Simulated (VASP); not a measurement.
# Ga (Fd-3m) in VASP: a series of runs

The runs below take Ga through single point, with LDA.

Program: VASP 6.6.1. These are calculated values, not measurements. Logs are shortened: lines on timing, memory, paths and dates and some standing lists are left out, and cuts for length are marked.

## (1) The cell of the first run

Symmetry: Fd-3m, No. 227, cubic system. The conventional cell has a = 5.140 Å, b = 5.140 Å, c = 5.140 Å, α = 90.00°, β = 90.00°, γ = 90.00°. Within 2.9 Å of Ga (site symmetry -43m) lie 4 Ga at 2.23 Å.

This isn't the form of Ga at room conditions, which is orthorhombic.

## (2) Single point, LDA

INCAR

```
ALGO     = Normal         # electronic algorithm
EDIFF    = 1E-7           # SCF threshold, eV
ENCUT    = 520            # plane-wave cutoff, eV
ISIF     = 2              # what is computed and relaxed
ISMEAR   = -1             # smearing method
LASPH    = T              # aspherical terms in the spheres
LCHARG   = F              # write CHGCAR
LREAL    = F              # projectors in reciprocal space
LWAVE    = F              # write WAVECAR
NBANDS   = 20             # bands
NELM     = 60             # most SCF steps
PREC     = Accurate       # precision mode
SIGMA    = 0.08           # smearing width, eV
```

KPOINTS

```
k-points
0
Gamma
  13 13 13
```

POSCAR

```
Ga
1.0
    0.0000000000      2.5699415327      2.5699415327
    2.5699415327      0.0000000000      2.5699415327
    2.5699415327      2.5699415327      0.0000000000
Ga
2
Direct
   -0.1250000000     -0.1250000000     -0.1250000000
    0.1250000000      0.1250000000      0.1250000000
```

Potentials or basis: VASP PAW LDA potentials, release 64 (Ga_d).

Started as:

```console
$ cat potpaw_LDA.64/Ga_d/POTCAR > POTCAR
$ mpirun -np 1 vasp_std > vasp.out
```

OUTCAR:

```text
EDIFF = 1E-7
   ENCUT = 520
   ISIF = 2
   ISMEAR = -1
   LASPH = T
   LREAL = F
   NELM = 60
   PREC = Accurate

 ion  position               nearest neighbor table
   1  0.875  0.875  0.875-   2 2.23   2 2.23   2 2.23   2 2.23
   2  0.125  0.125  0.125-   1 2.23   1 2.23   1 2.23   1 2.23

  LATTYP: Found a face centered cubic cell.
 ALAT       =     5.1398830654

  Lattice vectors:

 A1 = (   0.0000000000,   2.5699415327,   2.5699415327)
 A2 = (   2.5699415327,   0.0000000000,   2.5699415327)
 A3 = (   2.5699415327,   2.5699415327,   0.0000000000)

Analysis of symmetry for initial positions (statically):
=====================================================================
 Subroutine PRICEL returns:
 Original cell was already a primitive cell.

 Routine SETGRP: Setting up the symmetry group for a
 face centered cubic supercell.

 Subroutine GETGRP returns: Found 48 space group operations
 (whereof 12 operations were pure point group operations)
 out of a pool of 48 trial point group operations.

The static configuration has the point symmetry D_3d.
 The point group associated with its full space group is O_h .

Analysis of symmetry for dynamics (positions and initial velocities):
=====================================================================
 Subroutine PRICEL returns:
 Original cell was already a primitive cell.

 Routine SETGRP: Setting up the symmetry group for a
 face centered cubic supercell.

 Subroutine GETGRP returns: Found 48 space group operations
 (whereof 12 operations were pure point group operations)
 out of a pool of 48 trial point group operations.

The dynamic configuration has the point symmetry D_3d.
 The point group associated with its full space group is O_h .

 Subroutine INISYM returns: Found 48 space group operations
 (whereof 12 operations are pure point group operations),
 and found     1 'primitive' translations

----------------------------------------------------------------------------------------

                                     Primitive cell

  volume of cell :      33.9469

  direct lattice vectors                    reciprocal lattice vectors
     0.000000000  2.569941533  2.569941533    -0.194556955  0.194556955  0.194556955
     2.569941533  0.000000000  2.569941533     0.194556955 -0.194556955  0.194556955
     2.569941533  2.569941533  0.000000000     0.194556955  0.194556955 -0.194556955

  length of vectors
     3.634446170  3.634446170  3.634446170     0.336982532  0.336982532  0.336982532

  position of ions in fractional coordinates (direct lattice)
     0.875000000  0.875000000  0.875000000
     0.125000000  0.125000000  0.125000000

  ion indices of the primitive-cell ions
   primitive index   ion index
                 1           1
                 2           2

----------------------------------------------------------------------------------------

 KPOINTS: k-points

Automatic generation of k-mesh.
 Grid dimensions read from file:
 generate k-points for:   13   13   13

 Generating k-lattice:

  Cartesian coordinates                     Fractional coordinates (reciprocal lattice)
    -0.014965920  0.014965920  0.014965920     0.076923077  0.000000000  0.000000000
     0.014965920 -0.014965920  0.014965920     0.000000000  0.076923077  0.000000000
     0.014965920  0.014965920 -0.014965920     0.000000000  0.000000000  0.076923077

  Length of vectors
     0.025921733  0.025921733  0.025921733

  Shift w.r.t. Gamma in fractional coordinates (k-lattice)
     0.000000000  0.000000000  0.000000000

 Subroutine IBZKPT returns following result:
 ===========================================

 Found     84 irreducible k-points:

 Following reciprocal coordinates:
            Coordinates               Weight
  0.000000  0.000000  0.000000      1.000000
  0.076923  0.000000  0.000000      8.000000
  0.153846  0.000000  0.000000      8.000000
  0.230769  0.000000  0.000000      8.000000
  0.307692  0.000000  0.000000      8.000000
  0.384615  0.000000  0.000000      8.000000
[... 16 lines left out ...]
  0.384615  0.153846  0.000000     24.000000
  0.461538  0.153846  0.000000     24.000000
 [... further k-points ...]
   k-points           NKPTS =     84   k-points in BZ     NKDIM =     84   number of bands    NBANDS=     20
   number of dos      NEDOS =    301   number of ions     NIONS =      2
   total plane-waves  NPLWV =  21952
   dimension x,y,z NGX =    28 NGY =   28 NGZ =   28
   dimension x,y,z NGXF=    56 NGYF=   56 NGZF=   56
   ions per type =               2
   NGX,Y,Z   is equivalent  to a cutoff of  12.81, 12.81, 12.81 a.u.
   NGXF,Y,Z  is equivalent  to a cutoff of  25.62, 25.62, 25.62 a.u.
 SYSTEM =  unknown system
   PREC   = accura    normal or accurate (medium, high low for compatibility)
   ISTART =      0    job   : 0-new  1-cont  2-samecut
   ICHARG =      2    charge: 1-file 2-atom 10-const
   ISPIN  =      1    spin polarized calculation?
   LNONCOLLINEAR =      F non collinear calculations
   LSORBIT =      F    spin-orbit coupling
   LASPH  =      T    aspherical Exc in radial PAW
   ENCUT  =  520.0 eV  38.22 Ry    6.18 a.u.   6.76  6.76  6.76*2*pi/ulx,y,z
   NELM   =     60;   NELMIN=  2; NELMDL= -5     # of ELM steps
   EDIFF  = 0.1E-06   stopping-criterion for ELM
   LREAL  =      F    real-space projection
   EDIFFG = 0.1E-05   stopping-criterion for IOM
   NSW    =      0    number of steps for IOM
   IBRION =     -1    ionic relax: 0-MD 1-quasi-New 2-CG
   NFREE  =      0    steps in history (QN), initial steepest desc. (CG)
   ISIF   =      2    stress and relaxation
   ISYM   =      2    0-nonsym 1-usesym 2-fastsym
   POTIM  = 0.5000    time-step for ionic-motion
   TEBEG  =    0.0;   TEEND  =   0.0 temperature during run
   PSTRESS=    0.0 pullay stress
   NELECT =      26.0000    total number of electrons
   NUPDOWN=      -1.0000    fix difference up-down
   EMIN   =  10.00;   EMAX   =-10.00  energy-range for DOS
   EFERMI =   0.00;   METHOD = LEGACY
   ISMEAR =    -1;   SIGMA  =   0.08  broadening in eV -4-tet -1-fermi 0-gaus
   EFERMI_NEDOS =   21; number of points for ismear=-14 and -15
   IALGO  =     38    algorithm
   IMIX   =      4    mixing-type and parameters
     AMIX     =   0.40;   BMIX     =  1.00
     AMIX_MAG =   1.60;   BMIX_MAG =  1.00
  volume/ion in A,a.u.               =      16.97       114.54
  Fermi-wavevector in a.u.,A,eV,Ry     =   1.497842  2.830511 30.525093  2.243531
  Thomas-Fermi vector in A             =   2.609678
   LORBIT       =      0    0 simple, 1 ext, 2 COOP (PROOUT), +10 PAW based schemes
   GGA     = CA    functional components
   LHFCALC =     F    Hartree Fock is set to
   AEXX    =    0.0000 exact exchange contribution
   IVDW    =     0    specifies the selected vdW correction
   LEPSILON=     F    determine dielectric tensor
   LRPA    =     F    only Hartree local field effects (RPA)
 non-spin polarized calculation
  energy-cutoff  :      520.00
  volume of cell :       33.95
 maximum number of plane-waves:       941
   NGX = 13   NGY = 13   NGZ = 13

 number of electron      26.0000007 magnetization

 Free energy of the ion-electron system (eV)
  ---------------------------------------------------
  ext. energy  EPLUGINS =         0.00000000
  ---------------------------------------------------
  free energy    TOTEN  =        -5.71691025 eV

  energy without entropy =       -5.70031790  energy(sigma->0) =       -5.70861408

 E-fermi :   5.5367     XC(G=0): -11.5840

 val. band max:        5.4244542689   @ k =  -0.4615   0.3077   0.1538
 cond. band min:       5.5626142745   @ k =   0.2308   0.2308   0.0000
 fundamental gap:      0.1381600056
 Fermi energy:         5.5367110447

 k-point     1 :       0.0000    0.0000    0.0000
  band No.  band energies     occupation
      1      -9.9734      2.00000
      2      -9.9734      2.00000
      3      -9.9734      2.00000
      4      -9.8996      2.00000
      5      -9.8996      2.00000
      6      -9.1989      2.00000
[... 12 lines left out ...]
     19      15.2955      0.00000
     20      19.1193      0.00000

 k-point     2 :       0.0769    0.0000    0.0000
  band No.  band energies     occupation
      1      -9.9921      2.00000
      2      -9.9921      2.00000
      3      -9.9710      2.00000
      4      -9.8742      2.00000
      5      -9.8742      2.00000
      6      -9.2069      2.00000
[... 12 lines left out ...]
     19      15.8749      0.00000
     20      17.9070      0.00000

 k-point     3 :       0.1538    0.0000    0.0000
  band No.  band energies     occupation
      1     -10.0177      2.00000
      2     -10.0177      2.00000
      3      -9.9644      2.00000
      4      -9.8313      2.00000
      5      -9.8313      2.00000
      6      -9.2290      2.00000
[... 12 lines left out ...]
     19      16.8072      0.00000
     20      17.1175      0.00000

 k-point     4 :       0.2308    0.0000    0.0000
  band No.  band energies     occupation
      1     -10.0335      2.00000
      2     -10.0335      2.00000
      3      -9.9553      2.00000
      4      -9.7949      2.00000
      5      -9.7949      2.00000
      6      -9.2605      2.00000
[... 12 lines left out ...]
     19      17.0885      0.00000
     20      17.0901      0.00000

 k-point     5 :       0.3077    0.0000    0.0000
  band No.  band energies     occupation
      1     -10.0380      2.00000
      2     -10.0380      2.00000
      3      -9.9459      2.00000
      4      -9.7743      2.00000
      5      -9.7743      2.00000
      6      -9.2946      2.00000
[... 12 lines left out ...]
     19      17.9306      0.00000
     20      17.9306      0.00000
[... 353 lines left out ...]
      6      -9.4096      2.00000
[... 12 lines left out ...]
     19      18.1458      0.00000
     20      18.6197      0.00000

 k-point    22 :       0.3077    0.1538    0.0000
  band No.  band energies     occupation
      1     -10.0776      2.00000
      2     -10.0110      2.00000
      3      -9.9705      2.00000
      4      -9.7770      2.00000
      5      -9.6795      2.00000
      6      -9.4454      2.00000
[... 12 lines left out ...]
     19      18.4929      0.00000
     20      19.5375      0.00000

 k-point    23 :       0.3846    0.1538    0.0000
  band No.  band energies     occupation
      1     -10.0895      2.00000
      2     -10.0208      2.00000
      3      -9.9447      2.00000
      4      -9.7486      2.00000
      5      -9.6661      2.00000
      6      -9.4546      2.00000
[... 12 lines left out ...]
     19      18.0818      0.00000
     20      20.6619      0.00000

 k-point    24 :       0.4615    0.1538    0.0000
  band No.  band energies     occupation
      1     -10.0954      2.00000
      2     -10.0319      2.00000
      3      -9.9149      2.00000
      4      -9.7241      2.00000
      5      -9.6784      2.00000
      6      -9.4416      2.00000
[... 12 lines left out ...]
     19      17.9171      0.00000
     20      21.8932      0.00000

 [... further k-points ...]

------------------------ aborting loop because EDIFF is reached ----------------------------------------

  FORCE on cell =-STRESS in cart. coord.  units (eV):
  Direction    XX          YY          ZZ          XY          YZ          ZX
  --------------------------------------------------------------------------------------
  -------------------------------------------------------------------------------------
  Total        6.2804420      6.2804420      6.2804420      0.0000000      0.0000000      0.0000000
  in kB      296.4156089    296.4156089    296.4156089      0.0000000      0.0000000      0.0000000
  external PRESSURE =     296.4156089 kB  Pullay stress =       0.0000000 kB

 VOLUME and BASIS-vectors are now :
 -----------------------------------------------------------------------------
  energy-cutoff  :      520.00
  volume of cell :       33.95
      direct lattice vectors                 reciprocal lattice vectors
     0.000000000  2.569941533  2.569941533    -0.194556955  0.194556955  0.194556955
     2.569941533  0.000000000  2.569941533     0.194556955 -0.194556955  0.194556955
     2.569941533  2.569941533  0.000000000     0.194556955  0.194556955 -0.194556955

 POSITION                                       TOTAL-FORCE (eV/Angst)
 -----------------------------------------------------------------------------------
      4.49740      4.49740      4.49740         0.000000      0.000000      0.000000
      0.64249      0.64249      0.64249        -0.000000     -0.000000     -0.000000
 -----------------------------------------------------------------------------------
    total drift:                                0.000000      0.000000     -0.000000

  FREE ENERGIE OF THE ION-ELECTRON SYSTEM (eV)
  ---------------------------------------------------
  free  energy   TOTEN  =        -5.7169102530 eV

  energy  without entropy=       -5.7003179032  energy(sigma->0) =       -5.70861408
```

Wall time 93 s (1 thread of Intel Xeon 8259CL, shared host); peak memory 0.17 GiB.

Results:

```
Free energy            : -5.7169 eV
Pressure               : 29.6 GPa
Band gap on the k mesh : zero (bands 13 and 14 overlap by 6.13 eV)
```

Caveat: the cell stands under pressure.

## (3) Single point, LDA

INCAR

```
ALGO = Normal ; EDIFF = 1E-6
ENCUT = 520 ; ISIF = 2
ISMEAR = -1 ; LASPH = T
LCHARG = F ; LREAL = F
LWAVE = F ; NBANDS = 20
NELM = 80 ; PREC = Accurate
SIGMA = 0.08
```

KPOINTS is that of step 2.

POSCAR

```
Ga
1.0
    0.0000000000      2.5700894868      2.5700894868
    2.5700894868      0.0000000000      2.5700894868
    2.5700894868      2.5700894868      0.0000000000
Ga
2
Direct
   -0.1250000000     -0.1250000000     -0.1250000000
    0.1250000000      0.1250000000      0.1250000000
```

Potentials or basis: VASP PAW LDA potentials, release 64 (Ga_d).

Started as:

```console
$ cat potpaw_LDA.64/Ga_d/POTCAR > POTCAR
$ mpirun -np 1 vasp_std > vasp.out
```

Wall time 83 s (1 thread of Intel Xeon 8259CL, shared host); peak memory 0.17 GiB.

Results (log left out):

```yaml
Free_energy: -5.7180 eV
Pressure: 29.7 GPa
Band_gap_on_the_k_mesh: zero (bands 13 and 14 overlap by 6.12 eV)
```

Levels at points of the mesh, in eV from the Fermi level:
| k point | band 11 | band 12 | band 13 | band 14 | band 15 | band 16 |
| --- | --- | --- | --- | --- | --- | --- |
| (0.00, 0.00, 0.00) | -11.82 | 4.10 | 4.10 | 4.10 | 6.05 | 6.05 |

Caveat: the cell stands under pressure.
